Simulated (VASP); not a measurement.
# CaPtCl (P4/nmm) in VASP: single point with PBE

Aim: the single point of CaPtCl with PBE.

All numbers are computed with VASP 6.6.1; they aren't measurements. Logs are shortened: lines on timing, memory, paths and dates and some standing lists are left out, and cuts for length are marked.

### 1 The cell of the first run

The structure is tetragonal, space group P4/nmm (No. 129). The conventional cell has a = 3.975 Å, b = 3.975 Å, c = 6.960 Å, α = 90.00°, β = 90.00°, γ = 90.00°. Within 3.2 Å of Ca (site symmetry 4mm) lie 4 Cl at 2.41 Å and 5 Pt at 3.02 to 3.11 Å. Within 4.0 Å of Pt (site symmetry 4mm) lie 6 Ca at 3.02 to 3.85 Å and 4 Cl at 3.18 Å and 8 Pt at 3.45 to 3.97 Å. Cl (site symmetry -4m2) has 4 Ca at 2.41 Å and 4 Cl at 2.81 Å and 4 Pt at 3.18 Å within 3.2 Å.

### 2 Single point, PBE

INCAR reads:

```
ALGO = Normal
EDIFF = 1E-7
ENCUT = 520
GGA = PE
ISIF = 2
ISMEAR = -1
LASPH = T
LCHARG = F
LREAL = F
LWAVE = F
NBANDS = 36
NELM = 100
PREC = Accurate
SIGMA = 0.1
```

KPOINTS reads:

```
k-points
0
Gamma
  9 9 5
```

POSCAR reads:

```
CaPtCl
1.0
    3.9749230000      0.0000000000      0.0000000000
    0.0000000000      3.9749230000      0.0000000000
    0.0000000000      0.0000000000      6.9596890000
Ca Pt Cl
2 2 2
Direct
    0.2500000000      0.2500000000      0.1962000000
    0.7500000000      0.7500000000      0.8038000000
    0.2500000000      0.2500000000      0.6432000000
    0.7500000000      0.7500000000      0.3568000000
    0.7500000000      0.2500000000      0.0000000000
    0.2500000000      0.7500000000      0.0000000000
```

Potentials or basis: VASP PAW PBE potentials, release 64 (Ca_sv, Pt, Cl).

Command:

```sh
cat potpaw_PBE.64/Ca_sv/POTCAR potpaw_PBE.64/Pt/POTCAR potpaw_PBE.64/Cl/POTCAR > POTCAR
mpirun -np 1 vasp_std > vasp.out
```

OUTCAR:

```text
EDIFF = 1E-7
   ENCUT = 520
   GGA = PE
   ISIF = 2
   ISMEAR = -1
   LASPH = T
   LREAL = F
   NELM = 100
   PREC = Accurate

 ion  position               nearest neighbor table
   1  0.250  0.250  0.196-   5 2.41   6 2.41   6 2.41   5 2.41   4 3.02   4 3.02   4 3.02   4 3.02
                             3 3.11
   2  0.750  0.750  0.804-   5 2.41   6 2.41   5 2.41   6 2.41   3 3.02   3 3.02   3 3.02   3 3.02
                             4 3.11
   3  0.250  0.250  0.643-   2 3.02   2 3.02   2 3.02   2 3.02   1 3.11   4 3.45   4 3.45   4 3.45
                             4 3.45
   4  0.750  0.750  0.357-   1 3.02   1 3.02   1 3.02   1 3.02   2 3.11   3 3.45   3 3.45   3 3.45
                             3 3.45
   5  0.750  0.250  0.000-   1 2.41   2 2.41   2 2.41   1 2.41
   6  0.250  0.750  0.000-   1 2.41   2 2.41   1 2.41   2 2.41

  LATTYP: Found a simple tetragonal cell.
 ALAT       =     3.9749230000
 C/A-ratio  =     1.7508990740

  Lattice vectors:

 A1 = (   3.9749230000,   0.0000000000,   0.0000000000)
 A2 = (   0.0000000000,   3.9749230000,   0.0000000000)
 A3 = (   0.0000000000,   0.0000000000,   6.9596890000)

Analysis of symmetry for initial positions (statically):
=====================================================================
 Subroutine PRICEL returns:
 Original cell was already a primitive cell.

 Routine SETGRP: Setting up the symmetry group for a
 simple tetragonal supercell.

 Subroutine GETGRP returns: Found 16 space group operations
 (whereof  4 operations were pure point group operations)
 out of a pool of 16 trial point group operations.

The static configuration has the point symmetry C_2h.
 The point group associated with its full space group is D_4h.

Analysis of symmetry for dynamics (positions and initial velocities):
=====================================================================
 Subroutine PRICEL returns:
 Original cell was already a primitive cell.

 Routine SETGRP: Setting up the symmetry group for a
 simple tetragonal supercell.

 Subroutine GETGRP returns: Found 16 space group operations
 (whereof  4 operations were pure point group operations)
 out of a pool of 16 trial point group operations.

The dynamic configuration has the point symmetry C_2h.
 The point group associated with its full space group is D_4h.

 Subroutine INISYM returns: Found 16 space group operations
 (whereof  4 operations are pure point group operations),
 and found     1 'primitive' translations

----------------------------------------------------------------------------------------

                                     Primitive cell

  volume of cell :     109.9632

  direct lattice vectors                    reciprocal lattice vectors
     3.974923000  0.000000000  0.000000000     0.251577200  0.000000000  0.000000000
     0.000000000  3.974923000  0.000000000     0.000000000  0.251577200  0.000000000
     0.000000000  0.000000000  6.959689000     0.000000000  0.000000000  0.143684581

  length of vectors
     3.974923000  3.974923000  6.959689000     0.251577200  0.251577200  0.143684581

  position of ions in fractional coordinates (direct lattice)
     0.250000000  0.250000000  0.196200000
     0.750000000  0.750000000  0.803800000
     0.250000000  0.250000000  0.643200000
     0.750000000  0.750000000  0.356800000
     0.750000000  0.250000000  0.000000000
     0.250000000  0.750000000  0.000000000

  ion indices of the primitive-cell ions
   primitive index   ion index
                 1           1
                 2           2
                 3           3
                 4           4
                 5           5
                 6           6

----------------------------------------------------------------------------------------

 KPOINTS: k-points

Automatic generation of k-mesh.
 Grid dimensions read from file:
 generate k-points for:    9    9    5

 Generating k-lattice:

  Cartesian coordinates                     Fractional coordinates (reciprocal lattice)
     0.027953022  0.000000000  0.000000000     0.111111111  0.000000000  0.000000000
     0.000000000  0.027953022  0.000000000     0.000000000  0.111111111  0.000000000
     0.000000000  0.000000000  0.028736916     0.000000000  0.000000000  0.200000000

  Length of vectors
     0.027953022  0.027953022  0.028736916

  Shift w.r.t. Gamma in fractional coordinates (k-lattice)
     0.000000000  0.000000000  0.000000000

 Subroutine IBZKPT returns following result:
 ===========================================

 Found     45 irreducible k-points:

 Following reciprocal coordinates:
            Coordinates               Weight
  0.000000  0.000000  0.000000      1.000000
  0.111111  0.000000  0.000000      4.000000
  0.222222  0.000000  0.000000      4.000000
  0.333333  0.000000  0.000000      4.000000
  0.444444  0.000000  0.000000      4.000000
  0.111111  0.111111  0.000000      4.000000
[... 16 lines left out ...]
  0.333333  0.111111  0.200000     16.000000
  0.444444  0.111111  0.200000     16.000000
 [... further k-points ...]
   k-points           NKPTS =     45   k-points in BZ     NKDIM =     45   number of bands    NBANDS=     36
   number of dos      NEDOS =    301   number of ions     NIONS =      6
   total plane-waves  NPLWV =  48600
   dimension x,y,z NGX =    30 NGY =   30 NGZ =   54
   dimension x,y,z NGXF=    60 NGYF=   60 NGZF=  108
   ions per type =               2   2   2
   NGX,Y,Z   is equivalent  to a cutoff of  12.55, 12.55, 12.90 a.u.
   NGXF,Y,Z  is equivalent  to a cutoff of  25.09, 25.09, 25.80 a.u.
 SYSTEM =  unknown system
   PREC   = accura    normal or accurate (medium, high low for compatibility)
   ISTART =      0    job   : 0-new  1-cont  2-samecut
   ICHARG =      2    charge: 1-file 2-atom 10-const
   ISPIN  =      1    spin polarized calculation?
   LNONCOLLINEAR =      F non collinear calculations
   LSORBIT =      F    spin-orbit coupling
   LASPH  =      T    aspherical Exc in radial PAW
   ENCUT  =  520.0 eV  38.22 Ry    6.18 a.u.   7.39  7.39 12.94*2*pi/ulx,y,z
   NELM   =    100;   NELMIN=  2; NELMDL= -5     # of ELM steps
   EDIFF  = 0.1E-06   stopping-criterion for ELM
   LREAL  =      F    real-space projection
   EDIFFG = 0.1E-05   stopping-criterion for IOM
   NSW    =      0    number of steps for IOM
   IBRION =     -1    ionic relax: 0-MD 1-quasi-New 2-CG
   NFREE  =      0    steps in history (QN), initial steepest desc. (CG)
   ISIF   =      2    stress and relaxation
   ISYM   =      2    0-nonsym 1-usesym 2-fastsym
   POTIM  = 0.5000    time-step for ionic-motion
   TEBEG  =    0.0;   TEEND  =   0.0 temperature during run
   PSTRESS=    0.0 pullay stress
   NELECT =      54.0000    total number of electrons
   NUPDOWN=      -1.0000    fix difference up-down
   EMIN   =  10.00;   EMAX   =-10.00  energy-range for DOS
   EFERMI =   0.00;   METHOD = LEGACY
   ISMEAR =    -1;   SIGMA  =   0.10  broadening in eV -4-tet -1-fermi 0-gaus
   EFERMI_NEDOS =   21; number of points for ismear=-14 and -15
   IALGO  =     38    algorithm
   IMIX   =      4    mixing-type and parameters
     AMIX     =   0.40;   BMIX     =  1.00
     AMIX_MAG =   1.60;   BMIX_MAG =  1.00
  volume/ion in A,a.u.               =      18.33       123.68
  Fermi-wavevector in a.u.,A,eV,Ry     =   1.291587  2.440745 22.697197  1.668197
  Thomas-Fermi vector in A             =   2.423348
   LORBIT       =      0    0 simple, 1 ext, 2 COOP (PROOUT), +10 PAW based schemes
   GGA     = PE    functional components
   LHFCALC =     F    Hartree Fock is set to
   AEXX    =    0.0000 exact exchange contribution
   IVDW    =     0    specifies the selected vdW correction
   LEPSILON=     F    determine dielectric tensor
   LRPA    =     F    only Hartree local field effects (RPA)
 non-spin polarized calculation
  energy-cutoff  :      520.00
  volume of cell :      109.96
 maximum number of plane-waves:      2998
 NGX is ok and might be reduce to    30
   NGX = 15   NGY = 15   NGZ = 25

 number of electron      53.9999996 magnetization

 Free energy of the ion-electron system (eV)
  ---------------------------------------------------
  ext. energy  EPLUGINS =         0.00000000
  ---------------------------------------------------
  free energy    TOTEN  =       -20.72441205 eV

  energy without entropy =      -20.59567821  energy(sigma->0) =      -20.66004513

 E-fermi :   6.1044     XC(G=0): -10.9814

 val. band max:        6.0958143498   @ k =   0.4444   0.2222   0.4000
 cond. band min:       6.1063608718   @ k =   0.4444   0.4444   0.2000
 fundamental gap:      0.0105465220
 Fermi energy:         6.1043762505

 k-point     1 :       0.0000    0.0000    0.0000
  band No.  band energies     occupation
      1     -33.3521      2.00000
      2     -33.3223      2.00000
      3     -15.2201      2.00000
      4     -14.6145      2.00000
      5     -14.6145      2.00000
      6     -14.5101      2.00000
[... 28 lines left out ...]
     35      11.7022      0.00000
     36      11.7022      0.00000

 k-point     2 :       0.1111    0.0000    0.0000
  band No.  band energies     occupation
      1     -33.3501      2.00000
      2     -33.3222      2.00000
      3     -15.2162      2.00000
      4     -14.6623      2.00000
      5     -14.6103      2.00000
      6     -14.5244      2.00000
[... 28 lines left out ...]
     35      11.7642      0.00000
     36      11.7887      0.00000

 k-point     3 :       0.2222    0.0000    0.0000
  band No.  band energies     occupation
      1     -33.3449      2.00000
      2     -33.3221      2.00000
      3     -15.2057      2.00000
      4     -14.7825      2.00000
      5     -14.5985      2.00000
      6     -14.5518      2.00000
[... 28 lines left out ...]
     35      11.8390      0.00000
     36      11.9362      0.00000
[... 742 lines left out ...]
 k-point    23 :       0.3333    0.1111    0.2000
  band No.  band energies     occupation
      1     -33.3364      2.00000
      2     -33.3226      2.00000
      3     -15.1886      2.00000
      4     -14.9390      2.00000
      5     -14.6038      2.00000
      6     -14.5649      2.00000
[... 28 lines left out ...]
     35      11.8683      0.00000
     36      12.2017      0.00000

 k-point    24 :       0.4444    0.1111    0.2000
  band No.  band energies     occupation
      1     -33.3299      2.00000
      2     -33.3251      2.00000
      3     -15.1472      2.00000
      4     -15.0641      2.00000
      5     -14.5813      2.00000
      6     -14.5608      2.00000
[... 28 lines left out ...]
     35      11.8329      0.00000
     36      11.9822      0.00000

 [... further k-points ...]
[... 5 lines left out ...]
  --------------------------------------------------------------------------------------
  -------------------------------------------------------------------------------------
  Total       19.2280560     19.2280560     13.0348337      0.0000000     -0.0000000      0.0000000
  in kB      280.1552000    280.1552000    189.9191704      0.0000000     -0.0000000      0.0000000
  external PRESSURE =     250.0765235 kB  Pullay stress =       0.0000000 kB

 VOLUME and BASIS-vectors are now :
 -----------------------------------------------------------------------------
  energy-cutoff  :      520.00
  volume of cell :      109.96
      direct lattice vectors                 reciprocal lattice vectors
     3.974923000  0.000000000  0.000000000     0.251577200  0.000000000  0.000000000
     0.000000000  3.974923000  0.000000000     0.000000000  0.251577200  0.000000000
     0.000000000  0.000000000  6.959689000     0.000000000  0.000000000  0.143684581

 POSITION                                       TOTAL-FORCE (eV/Angst)
 -----------------------------------------------------------------------------------
      0.99373      0.99373      1.36549        -0.000000     -0.000000      4.506411
      2.98119      2.98119      5.59420         0.000000     -0.000000     -4.506411
      0.99373      0.99373      4.47647         0.000000      0.000000     -2.295676
      2.98119      2.98119      2.48322        -0.000000     -0.000000      2.295676
      2.98119      0.99373      0.00000         0.000000     -0.000000     -0.000000
      0.99373      2.98119      0.00000         0.000000      0.000000     -0.000000
 -----------------------------------------------------------------------------------
    total drift:                                0.000000      0.000000      0.000000

  FREE ENERGIE OF THE ION-ELECTRON SYSTEM (eV)
  ---------------------------------------------------
  free  energy   TOTEN  =       -20.7244120538 eV

  energy  without entropy=      -20.5956782088  energy(sigma->0) =      -20.66004513
```

Run time: 2.1 min. Hardware: 1 thread of Oxide Virtual Turin-like, shared host; peak memory 0.28 GiB.

What came out:

```
Free energy            : -20.7244 eV
Pressure               : 25.0 GPa
Largest force          : 4.506 eV/Å
Band gap on the k mesh : zero (band 27 reaches 6.26 eV, above the bottom of band 28 at 5.79 eV)
```

Forces on the atoms (eV/Å):
```
Ca   0.000  0.000  4.506
Ca   0.000  0.000 -4.506
Pt   0.000  0.000 -2.296
Pt   0.000  0.000  2.296
Cl   0.000  0.000  0.000
Cl   0.000  0.000  0.000
```

Caveat: spin-orbit coupling is left out, which moves the levels of the heavy elements; forces of over 1 eV/Å act on the atoms, so gaps and moduli don't describe the material at rest.
